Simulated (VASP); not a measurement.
# Hf5C3 (F-43m) in VASP: single point with PBE

Aim: the single point of Hf5C3 with PBE.

Everything below comes from runs of VASP 6.6.1. Logs are shortened: lines on timing, memory, paths and dates and some standing lists are left out, and cuts for length are marked.

## Step 1: The cell of the first run

It takes space group F-43m (No. 216, cubic). Conventional cell: a = 9.318 Å, b = 9.318 Å, c = 9.318 Å, α = 90.00°, β = 90.00°, γ = 90.00°. Hf (site symmetry -43m) has 12 Hf at 3.86 Å and 14 C at 4.03 to 4.66 Å within 5.1 Å. Within 2.7 Å of Hf (site symmetry 3m) lie 2 C at 2.01 to 2.02 Å. C (site symmetry -43m) has 16 Hf at 3.86 to 4.03 Å and 10 C at 4.03 to 4.66 Å within 5.1 Å. C (site symmetry -43m) has 4 Hf at 2.02 Å within 2.7 Å. Within 2.7 Å of C (site symmetry -43m) lie 4 Hf at 2.01 Å.

The cell was generated, and may not be a known phase.

## Step 2: Single point, PBE

INCAR reads:

```
SYSTEM = Hf5C3
PREC     = Accurate       ! precision mode
ENCUT    = 520            ! plane-wave cutoff, eV
EDIFF    = 1E-6           ! SCF threshold, eV
ISMEAR   = 0              ! smearing method
SIGMA    = 0.2            ! smearing width, eV
LREAL    = .FALSE.        ! projectors in reciprocal space
LASPH    = .TRUE.         ! aspherical terms in the spheres
NELM     = 80             ! most SCF steps
ALGO     = Normal         ! electronic algorithm
ISIF     = 2              ! what is computed and relaxed
LWAVE    = .FALSE.        ! write WAVECAR
LCHARG   = .TRUE.         ! write CHGCAR
GGA      = PE             ! functional
LELF     = .TRUE.         ! ELF
LVHAR    = .TRUE.       
NBANDS   = 41             ! bands
```

KPOINTS reads:

```
Automatic mesh
0
G
  4 4 4
  0 0 0
```

POSCAR reads:

```
Hf5C3
1.0
    0.0000000000      4.6588173459      4.6588173459
    4.6588173459      0.0000000000      4.6588173459
    4.6588173459      4.6588173459      0.0000000000
Hf C
5 3
Direct
    0.0000000000      0.0000000000      0.0000000000
    0.6247686390      0.6247686390      0.6247686390
    0.6247686390      0.6247686390      0.1256940829
    0.6247686390      0.1256940829      0.6247686390
    0.1256940829      0.6247686390      0.6247686390
    0.2500000000      0.2500000000      0.2500000000
    0.7500000000      0.7500000000      0.7500000000
    0.5000000000      0.5000000000      0.5000000000
```

Potentials or basis: VASP PAW PBE potentials, release 64 (Hf_pv, C).

On the command line:

```bash
$ cat potpaw_PBE.64/Hf_pv/POTCAR potpaw_PBE.64/C/POTCAR > POTCAR
$ mpirun -np 1 vasp_std > vasp.out
```

OUTCAR:

```text
SYSTEM = Hf5C3
   PREC = Accurate
   ENCUT = 520
   EDIFF = 1E-6
   ISMEAR = 0
   LREAL = .FALSE.
   LASPH = .TRUE.
   NELM = 80
   ISIF = 2
   GGA = PE

 ion  position               nearest neighbor table
   1  0.000  0.000  0.000-   3 3.86   4 3.86   3 3.86   5 3.86   4 3.86   5 3.86   2 3.86   2 3.86
                             2 3.86   4 3.86   5 3.86   3 3.86
   2  0.625  0.625  0.625-   8 2.01   7 2.02   5 3.29   3 3.29   4 3.29   3 3.30   5 3.30   4 3.30
                             1 3.86   1 3.86   1 3.86
   3  0.625  0.625  0.126-   8 2.01   7 2.02   5 3.29   2 3.29   4 3.29   4 3.30   5 3.30   2 3.30
                             1 3.86   1 3.86   1 3.86
   4  0.625  0.126  0.625-   8 2.01   7 2.02   5 3.29   2 3.29   3 3.29   5 3.30   3 3.30   2 3.30
                             1 3.86   1 3.86   1 3.86
   5  0.126  0.625  0.625-   8 2.01   7 2.02   4 3.29   2 3.29   3 3.29   4 3.30   3 3.30   2 3.30
                             1 3.86   1 3.86   1 3.86
   6  0.250  0.250  0.250-
   7  0.750  0.750  0.750-   3 2.02   4 2.02   5 2.02   2 2.02
   8  0.500  0.500  0.500-   2 2.01   3 2.01   4 2.01   5 2.01

  LATTYP: Found a face centered cubic cell.
 ALAT       =     9.3176346918

  Lattice vectors:

 A1 = (   0.0000000000,   4.6588173459,   4.6588173459)
 A2 = (   4.6588173459,   0.0000000000,   4.6588173459)
 A3 = (   4.6588173459,   4.6588173459,   0.0000000000)

Analysis of symmetry for initial positions (statically):
=====================================================================
 Subroutine PRICEL returns:
 Original cell was already a primitive cell.

 Routine SETGRP: Setting up the symmetry group for a
 face centered cubic supercell.

 Subroutine GETGRP returns: Found 24 space group operations
 (whereof 24 operations were pure point group operations)
 out of a pool of 48 trial point group operations.

The static configuration has the point symmetry T_d .

Analysis of symmetry for dynamics (positions and initial velocities):
=====================================================================
 Subroutine PRICEL returns:
 Original cell was already a primitive cell.

 Routine SETGRP: Setting up the symmetry group for a
 face centered cubic supercell.

 Subroutine GETGRP returns: Found 24 space group operations
 (whereof 24 operations were pure point group operations)
 out of a pool of 48 trial point group operations.

The dynamic configuration has the point symmetry T_d .

 Subroutine INISYM returns: Found 24 space group operations
 (whereof 24 operations are pure point group operations),
 and found     1 'primitive' translations

----------------------------------------------------------------------------------------

                                     Primitive cell

  volume of cell :     202.2353

  direct lattice vectors                    reciprocal lattice vectors
     0.000000000  4.658817346  4.658817346    -0.107323375  0.107323375  0.107323375
     4.658817346  0.000000000  4.658817346     0.107323375 -0.107323375  0.107323375
     4.658817346  4.658817346  0.000000000     0.107323375  0.107323375 -0.107323375

  length of vectors
     6.588562675  6.588562675  6.588562675     0.185889538  0.185889538  0.185889538

  position of ions in fractional coordinates (direct lattice)
     0.000000000  0.000000000  0.000000000
     0.624768639  0.624768639  0.624768639
     0.624768639  0.624768639  0.125694083
     0.624768639  0.125694083  0.624768639
     0.125694083  0.624768639  0.624768639
     0.250000000  0.250000000  0.250000000
     0.750000000  0.750000000  0.750000000
     0.500000000  0.500000000  0.500000000

  ion indices of the primitive-cell ions
   primitive index   ion index
                 1           1
                 2           2
                 3           3
                 4           4
                 5           5
                 6           6
                 7           7
                 8           8

----------------------------------------------------------------------------------------

 KPOINTS: Automatic mesh

Automatic generation of k-mesh.
 Grid dimensions read from file:
 generate k-points for:    4    4    4

 Generating k-lattice:

  Cartesian coordinates                     Fractional coordinates (reciprocal lattice)
    -0.026830844  0.026830844  0.026830844     0.250000000  0.000000000  0.000000000
     0.026830844 -0.026830844  0.026830844     0.000000000  0.250000000  0.000000000
     0.026830844  0.026830844 -0.026830844     0.000000000  0.000000000  0.250000000

  Length of vectors
     0.046472384  0.046472384  0.046472384

  Shift w.r.t. Gamma in fractional coordinates (k-lattice)
     0.000000000  0.000000000  0.000000000

 Subroutine IBZKPT returns following result:
 ===========================================

 Found      8 irreducible k-points:

 Following reciprocal coordinates:
            Coordinates               Weight
  0.000000  0.000000  0.000000      1.000000
  0.250000  0.000000  0.000000      8.000000
  0.500000  0.000000  0.000000      4.000000
  0.250000  0.250000  0.000000      6.000000
  0.500000  0.250000  0.000000     24.000000
 -0.250000  0.250000  0.000000     12.000000
  0.500000  0.500000  0.000000      3.000000
 -0.250000  0.500000  0.250000      6.000000
   k-points           NKPTS =      8   k-points in BZ     NKDIM =      8   number of bands    NBANDS=     41
   number of dos      NEDOS =    301   number of ions     NIONS =      8
   total plane-waves  NPLWV = 125000
   dimension x,y,z NGX =    50 NGY =   50 NGZ =   50
   dimension x,y,z NGXF=   100 NGYF=  100 NGZF=  100
   ions per type =               5   3
   NGX,Y,Z   is equivalent  to a cutoff of  12.62, 12.62, 12.62 a.u.
   NGXF,Y,Z  is equivalent  to a cutoff of  25.23, 25.23, 25.23 a.u.
 SYSTEM =  Hf5C3
   PREC   = accura    normal or accurate (medium, high low for compatibility)
   ISTART =      0    job   : 0-new  1-cont  2-samecut
   ICHARG =      2    charge: 1-file 2-atom 10-const
   ISPIN  =      1    spin polarized calculation?
   LNONCOLLINEAR =      F non collinear calculations
   LSORBIT =      F    spin-orbit coupling
   LASPH  =      T    aspherical Exc in radial PAW
   ENCUT  =  520.0 eV  38.22 Ry    6.18 a.u.  12.25 12.25 12.25*2*pi/ulx,y,z
   NELM   =     80;   NELMIN=  2; NELMDL= -5     # of ELM steps
   EDIFF  = 0.1E-05   stopping-criterion for ELM
   LREAL  =      F    real-space projection
   EDIFFG = 0.1E-04   stopping-criterion for IOM
   NSW    =      0    number of steps for IOM
   IBRION =     -1    ionic relax: 0-MD 1-quasi-New 2-CG
   NFREE  =      0    steps in history (QN), initial steepest desc. (CG)
   ISIF   =      2    stress and relaxation
   ISYM   =      2    0-nonsym 1-usesym 2-fastsym
   POTIM  = 0.5000    time-step for ionic-motion
   TEBEG  =    0.0;   TEEND  =   0.0 temperature during run
   PSTRESS=    0.0 pullay stress
   NELECT =      62.0000    total number of electrons
   NUPDOWN=      -1.0000    fix difference up-down
   EMIN   =  10.00;   EMAX   =-10.00  energy-range for DOS
   EFERMI =   0.00;   METHOD = LEGACY
   ISMEAR =     0;   SIGMA  =   0.20  broadening in eV -4-tet -1-fermi 0-gaus
   EFERMI_NEDOS =   21; number of points for ismear=-14 and -15
   IALGO  =     38    algorithm
   IMIX   =      4    mixing-type and parameters
     AMIX     =   0.40;   BMIX     =  1.00
     AMIX_MAG =   1.60;   BMIX_MAG =  1.00
  volume/ion in A,a.u.               =      25.28       170.59
  Fermi-wavevector in a.u.,A,eV,Ry     =   1.103875  2.086020 16.579229  1.218539
  Thomas-Fermi vector in A             =   2.240339
   LORBIT       =      0    0 simple, 1 ext, 2 COOP (PROOUT), +10 PAW based schemes
   GGA     = PE    functional components
   LHFCALC =     F    Hartree Fock is set to
   AEXX    =    0.0000 exact exchange contribution
   IVDW    =     0    specifies the selected vdW correction
   LEPSILON=     F    determine dielectric tensor
   LRPA    =     F    only Hartree local field effects (RPA)
 non-spin polarized calculation
 Gauss-broadening in eV      SIGMA  =   0.20
  energy-cutoff  :      520.00
  volume of cell :      202.24
 maximum number of plane-waves:      5577
 NGX is ok and might be reduce to    50
   NGX = 25   NGY = 25   NGZ = 25

 number of electron      62.0000009 magnetization

 Free energy of the ion-electron system (eV)
  ---------------------------------------------------
  ext. energy  EPLUGINS =         0.00000000
  ---------------------------------------------------
  free energy    TOTEN  =       -63.99998395 eV

  energy without entropy =      -63.67708315  energy(sigma->0) =      -63.83853355

 E-fermi :   1.9854     XC(G=0):  -9.3486

 val. band max:        1.9849071306   @ k =   0.2500   0.0000   0.0000
 cond. band min:       2.0105303797   @ k =  -0.2500   0.2500   0.0000
 fundamental gap:      0.0256232491
 Fermi energy:         1.9854448319

 k-point     1 :       0.0000    0.0000    0.0000
  band No.  band energies     occupation
      1     -30.1074      2.00000
      2     -30.1074      2.00000
      3     -30.1074      2.00000
      4     -29.2681      2.00000
      5     -28.9692      2.00000
      6     -28.9692      2.00000
[... 33 lines left out ...]
     40       4.3345      0.00000
     41       4.3345      0.00000

 k-point     2 :       0.2500    0.0000    0.0000
  band No.  band energies     occupation
      1     -30.1074      2.00000
      2     -30.1074      2.00000
      3     -30.1072      2.00000
      4     -29.2103      2.00000
      5     -28.9536      2.00000
      6     -28.9521      2.00000
[... 253 lines left out ...]
     40       3.9698      0.00000
     41       4.2977      0.00000

 k-point     8 :      -0.2500    0.5000    0.2500
  band No.  band energies     occupation
      1     -30.1074      2.00000
      2     -30.1073      2.00000
      3     -30.1071      2.00000
      4     -29.0072      2.00000
      5     -29.0056      2.00000
      6     -28.9128      2.00000
[... 33 lines left out ...]
     40       4.0758      0.00000
     41       4.4187      0.00000

------------------------ aborting loop because EDIFF is reached ----------------------------------------

  FORCE on cell =-STRESS in cart. coord.  units (eV):
  Direction    XX          YY          ZZ          XY          YZ          ZX
  --------------------------------------------------------------------------------------
  -------------------------------------------------------------------------------------
  Total        0.2376572      0.2376572      0.2376572      0.0000000      0.0000000      0.0000000
  in kB        1.8828015      1.8828015      1.8828015      0.0000000      0.0000000      0.0000000
  external PRESSURE =       1.8828015 kB  Pullay stress =       0.0000000 kB

 VOLUME and BASIS-vectors are now :
 -----------------------------------------------------------------------------
  energy-cutoff  :      520.00
  volume of cell :      202.24
      direct lattice vectors                 reciprocal lattice vectors
     0.000000000  4.658817346  4.658817346    -0.107323375  0.107323375  0.107323375
     4.658817346  0.000000000  4.658817346     0.107323375 -0.107323375  0.107323375
     4.658817346  4.658817346  0.000000000     0.107323375  0.107323375 -0.107323375

 POSITION                                       TOTAL-FORCE (eV/Angst)
 -----------------------------------------------------------------------------------
      0.00000      0.00000      0.00000         0.000000      0.000000      0.000000
      5.82137      5.82137      5.82137        -0.002481     -0.002481     -0.002481
      3.49627      3.49627      5.82137         0.002481      0.002481     -0.002481
      3.49627      5.82137      3.49627         0.002481     -0.002481      0.002481
      5.82137      3.49627      3.49627        -0.002481      0.002481      0.002481
      2.32941      2.32941      2.32941         0.000000      0.000000      0.000000
      6.98823      6.98823      6.98823         0.000000      0.000000      0.000000
      4.65882      4.65882      4.65882         0.000000      0.000000      0.000000
 -----------------------------------------------------------------------------------
    total drift:                                0.000000      0.000000      0.000000

  FREE ENERGIE OF THE ION-ELECTRON SYSTEM (eV)
  ---------------------------------------------------
  free  energy   TOTEN  =       -63.9999839524 eV

  energy  without entropy=      -63.6770831468  energy(sigma->0) =      -63.83853355
```

Run time: 3.9 min. Hardware: 1 thread of Intel Xeon 8259CL, shared host; peak memory 0.36 GiB.

What came out:

```yaml
Free_energy: -64.0000 eV
Pressure: 0.2 GPa
Largest_force: 0.004 eV/Å
Band_gap_on_the_k_mesh: zero (bands 31 and 32 overlap by 0.54 eV)
```

Forces on the atoms (eV/Å):
```
Hf   0.000  0.000  0.000
Hf  -0.002 -0.002 -0.002
Hf   0.002  0.002 -0.002
Hf   0.002 -0.002  0.002
Hf  -0.002  0.002  0.002
C    0.000  0.000  0.000
C    0.000  0.000  0.000
C    0.000  0.000  0.000
```

Levels at points of the mesh, in eV from the Fermi level:
```tsv
k point	band 29	band 30	band 31	band 32	band 33	band 34
(0.00, 0.00, 0.00)	-0.17	-0.17	0.54	0.54	0.66	0.66
(0.50, 0.00, 0.00)	-0.35	-0.35	-0.17	0.09	0.09	0.83
(0.50, 0.50, 0.00)	-0.99	-0.02	0.26	0.26	0.36	0.84
```

Caveat: spin-orbit coupling is left out, which moves the levels of the heavy elements.

The gap in the log of VASP goes by the Fermi energy; the results here count the filled bands.